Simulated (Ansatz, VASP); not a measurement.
**One calculation of Si23H4O48, two programs**

```
CELL_PARAMETERS angstrom
9.83160 0.00000 0.00000
-4.91580 8.51441 0.00000
0.00000 0.00000 10.81820
ATOMIC_POSITIONS crystal
Si 0.26684 0.00098 0.16347
Si 0.00285 0.27037 0.33570
Si 0.23061 0.23541 0.00010
Si 0.26535 0.99775 0.66365
Si 0.99321 0.26636 0.83503
Si 0.23231 0.22851 0.50175
Si 0.26828 0.50274 0.16721
Si 0.99978 0.76761 0.33315
Si 0.23386 0.73303 0.99665
Si 0.99892 0.76669 0.83271
Si 0.23443 0.73561 0.49762
Si 0.76924 0.00430 0.16724
Si 0.49845 0.26709 0.33264
Si 0.72664 0.23202 0.00030
Si 0.76572 0.00123 0.66690
Si 0.49457 0.26577 0.83203
Si 0.73277 0.23381 0.49924
Si 0.76517 0.50083 0.16730
Si 0.50119 0.77037 0.33205
Si 0.73508 0.73690 0.00121
Si 0.76319 0.49956 0.66634
Si 0.50465 0.76921 0.83163
Si 0.73275 0.73549 0.49969
O 0.06877 0.20662 0.44624
O 0.29612 0.36583 0.10991
O 0.14021 0.43474 0.27866
O 0.20246 0.06990 0.05539
O 0.36238 0.29444 0.39136
O 0.43070 0.13842 0.22135
O 0.06543 0.20987 0.94571
O 0.30388 0.35177 0.61665
O 0.13567 0.42902 0.77808
O 0.19971 0.05743 0.54993
O 0.35846 0.29582 0.88797
O 0.42848 0.13645 0.72173
O 0.06790 0.70632 0.44383
O 0.29912 0.86841 0.10315
O 0.13683 0.93004 0.27352
O 0.20408 0.56985 0.05801
O 0.36398 0.79940 0.38658
O 0.43429 0.64068 0.22152
O 0.06775 0.70498 0.94236
O 0.29936 0.86433 0.60902
O 0.13503 0.93004 0.77389
O 0.20585 0.56995 0.55544
O 0.35939 0.78706 0.88338
O 0.45745 0.64843 0.71430
O 0.56833 0.20467 0.44119
O 0.79072 0.36288 0.10970
O 0.63447 0.43318 0.27686
O 0.70322 0.06912 0.05732
O 0.86583 0.29920 0.39139
O 0.93374 0.14158 0.22412
O 0.56175 0.20462 0.94369
O 0.79140 0.36227 0.61097
O 0.63035 0.43231 0.77517
O 0.70537 0.06909 0.55548
O 0.85400 0.29271 0.88822
O 0.93076 0.13663 0.72449
O 0.56846 0.70787 0.44230
O 0.79902 0.86851 0.11014
O 0.63944 0.93563 0.27729
O 0.70548 0.57144 0.05743
O 0.86379 0.79712 0.38999
O 0.93059 0.63562 0.22438
O 0.56975 0.70901 0.94538
O 0.79447 0.86456 0.61073
O 0.63681 0.93933 0.77827
O 0.70413 0.56993 0.55610
O 0.86338 0.79661 0.88968
O 0.92852 0.63351 0.72462
H 0.45230 0.54777 0.72534
H 0.22975 0.35611 0.67555
H 0.30280 0.58497 0.59564
H 0.11192 0.49122 0.69074
```

Alike in both runs: task single point; functional PBE; k mesh 1 × 1 × 1; occupations gaussian, width 0.02 eV; no spin polarisation.

```csv
,VASP,Ansatz
version,VASP 6.6.1,Ansatz 0.2.0
potentials or method,"VASP PAW PBE potentials, release 64 (Si, O, H)","scalar-relativistic, plane waves, PAW"
plane-wave cutoff (eV),520,420
valence electrons in the cell,384,384
```

|  | VASP | Ansatz | Ansatz less VASP |
| --- | --- | --- | --- |
| gap on the k mesh at the Fermi level (eV) | 5.70 | 5.70 | +0.001 |
| least direct gap on the mesh (eV) | 5.70 | 5.70 | +0.001 |

The functional is the same, so the differences come from potentials, cutoffs and numerics.
